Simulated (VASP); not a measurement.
AlN: single point with PBEsol

AlN:

```
Al N
1.0
     0.00000    2.18884    2.18884
     2.18884    0.00000    2.18884
     2.18884    2.18884    0.00000
Al N
1 1
Direct
  0.00000 0.00000 0.00000
  0.75000 0.75000 0.75000
```

```
Program                : VASP 6.6.1
Task                   : single point
Functional             : PBEsol
Potentials or basis    : VASP PAW PBE potentials, release 64 (Al, N)
Cutoff                 : 520 eV
k mesh                 : 10 × 10 × 10
Occupations            : gaussian, width 0.01 eV
Spin                   : no spin polarisation
Dipole correction      : no
Further INCAR settings : ALGO = Normal; EDIFF = 1e-07; NBANDS = 11
```

| Quantity | Value |
| --- | --- |
| Pressure | 0.0 GPa |
| Band gap on the k mesh | 3.18 eV, indirect (least direct gap 4.07 eV) |

Levels at points of the mesh, in eV from the valence-band top:
```tsv
k point	band 2	band 3	band 4	band 5	band 6	band 7
(0.00, 0.00, 0.00)	0.00	0.00	0.00	4.07	12.40	12.40
(0.50, 0.00, 0.00)	-5.88	-0.48	-0.48	7.23	9.72	10.99
(0.50, 0.50, 0.00)	-4.93	-1.78	-1.78	3.18	8.44	13.78
```

It took 3.3 s on 1 thread of Intel(R) Xeon(R) 6975P-C (Granite Rapids) (shared host), peak memory 0.13 GiB.

Caveat: the PAW data sets were made with another functional, which shifts forces and pressure a little. Expect the measured gap to be larger: semilocal functionals such as PBEsol lack the derivative discontinuity.
